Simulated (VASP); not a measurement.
Runs of VASP 6.6.1 on NiMoIrPdW. The structure is that of space group P3m1 (No. 156), or close to it. The cells are those of the table. 

```tsv
task	level	cell	k mesh	cutoff (eV)	gap on the mesh (eV)	pressure (GPa)	moment (μB)	largest force (eV/Å)
relaxation of cell and atoms	PBE+D4	relaxed from a = 4.147, b = 4.147, c = 5.416 Å, angles 90.0, 90.0, 120.0°, 5 atoms	4 × 4 × 3	600	none	-0.2	0.00	0.01
single point	PBE	a = 4.147, b = 4.147, c = 5.416 Å, angles 90.0, 90.0, 120.0°, 5 atoms	8 × 8 × 6	520	none	0.3	0.00	0.04
single point	PBE	a = 4.147, b = 4.147, c = 5.416 Å, angles 90.0, 90.0, 120.0°, 5 atoms	5 × 5 × 3	520	none	-0.3	0.00	0.38
single point	PBE	a = 4.119, b = 4.119, c = 5.380 Å, angles 90.0, 90.0, 120.0°, 5 atoms	5 × 5 × 4	520	none	(a)	0.00	0.16
single point	PBE	a = 4.147, b = 4.147, c = 5.416 Å, angles 90.0, 90.0, 120.0°, 5 atoms	5 × 5 × 4	520	none	0.3	0.00	0.10
```

Alike in all rows: potentials or basis VASP PAW PBE potentials, release 64 (Ni, Mo_sv, Pd, Ir, W_sv); spin collinear, ferromagnetic start; smearing fermi-dirac 0.05 eV.

**Question.** Fill in the values left out.

**Answer.** (a) 5.2.

Caveats: some runs use coarse meshes; the moments typed at the start vanished in this run; spin-orbit coupling is left out, which moves the levels of the heavy elements; the cell stands under pressure (at least some runs).

A k mesh can miss the band edges, and the runs leave out spin-orbit coupling on Ir, Mo, Pd, W.

A gap of «none» marks levels without a gap at the run's occupations.
